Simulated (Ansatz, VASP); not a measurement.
**Two plane-wave programs on MgS**

The input POSCAR:

```
MgS
1.0
   -0.0865438300      2.5149741070      2.5149741070
    2.5149741070     -0.0865438300      2.5149741070
    2.5149741070      2.5149741070     -0.0865438300
Mg S
1 1
Direct
    0.0000000000      0.0000000000      0.0000000000
    0.5000000000      0.5000000000      0.5000000000
```

The input INCAR.step1:

```
ALGO     = Normal         # electronic algorithm
EDIFF    = 1E-5           # SCF threshold, eV
ENCUT    = 520            # plane-wave cutoff, eV
GGA      = PE             # functional
ISIF     = 2              # what is computed and relaxed
ISMEAR   = 0              # smearing method
LASPH    = T              # aspherical terms in the spheres
LCHARG   = F              # write CHGCAR
LREAL    = F              # projectors in reciprocal space
LWAVE    = T              # write WAVECAR
NBANDS   = 11             # bands
NELM     = 80             # most SCF steps
PREC     = Accurate       # precision mode
SIGMA    = 0.01           # smearing width, eV
```

The input INCAR.step2:

```
ALGO     = Normal         # electronic algorithm
EDIFF    = 1E-6           # SCF threshold, eV
ENCUT    = 520            # plane-wave cutoff, eV
GGA      = PE             # functional
HFSCREEN = 0.2079         # screening, 1/A
ISIF     = 2              # what is computed and relaxed
ISMEAR   = 0              # smearing method
ISTART   = 1            
LASPH    = T              # aspherical terms in the spheres
LCHARG   = F              # write CHGCAR
LHFCALC  = T              # exact exchange
LREAL    = F              # projectors in reciprocal space
LWAVE    = F              # write WAVECAR
NBANDS   = 11             # bands
NELM     = 80             # most SCF steps
PREC     = Accurate       # precision mode
PRECFOCK = Normal       
SIGMA    = 0.01           # smearing width, eV
```

KPOINTS

```
k-points
0
Gamma
  6 6 6
```

Input for Ansatz:

```yaml
crystal:
  lattice:
    - [-0.08654383, 2.514974107, 2.514974107]
    - [2.514974107, -0.08654383, 2.514974107]
    - [2.514974107, 2.514974107, -0.08654383]
  atoms:
    - { symbol: Mg, position: [0.0, 0.0, 0.0] }
    - { symbol: S, position: [0.5, 0.5, 0.5] }
kpoints:
  mp_grid: { grid: [6, 6, 6] }
  band_path:
    path:
      - [0.0, 0.0, 0.0]
      - [0.5, 0.0, 0.5]
      - [0.625, 0.25, 0.625]
      - [0.375, 0.375, 0.75]
      - [0.5, 0.5, 0.5]
      - [0.5, 0.25, 0.75]
    npoints: 1
hamiltonian:
  xc: hse06
scf:
  occupations: { method: fixed }
  n_extra_bands: 4
output:
  forces: true
  stress: true
  eigenvalues: true
```

Change from the starting cell: shear_111 strain -5.0%.

Alike in both runs: task single point; functional HSE06; k mesh 6 × 6 × 6; no spin polarisation.

|  | VASP | Ansatz |
| --- | --- | --- |
| version | VASP 6.6.1 | Ansatz 0.2.0 |
| potentials or method | VASP PAW PBE potentials, release 64 (Mg, S) | plane waves, PAW |
| plane-wave cutoff (eV) | 520 | 420 |
| occupations | gaussian, width 0.01 eV | fixed |
| valence electrons in the cell | 8 | 16 |

VASP gave:

```
gap on the k mesh at the Fermi level (eV)                     : 3.49
pressure (GPa)                                                : 3.7
traceless stress, the component that is largest in VASP (GPa) : 1.96
```

Task: Estimate Ansatz's values.

Result: gap on the k mesh at the Fermi level (eV): 3.54; pressure (GPa): 4.1; traceless stress, the component that is largest in VASP (GPa): 1.96.

VASP's potentials hold 8 valence electrons a cell and Ansatz's 16, so a difference there can come from the potentials and not from the codes. Ansatz's warnings: stress exchange threshold loose, stress scf threshold loose.
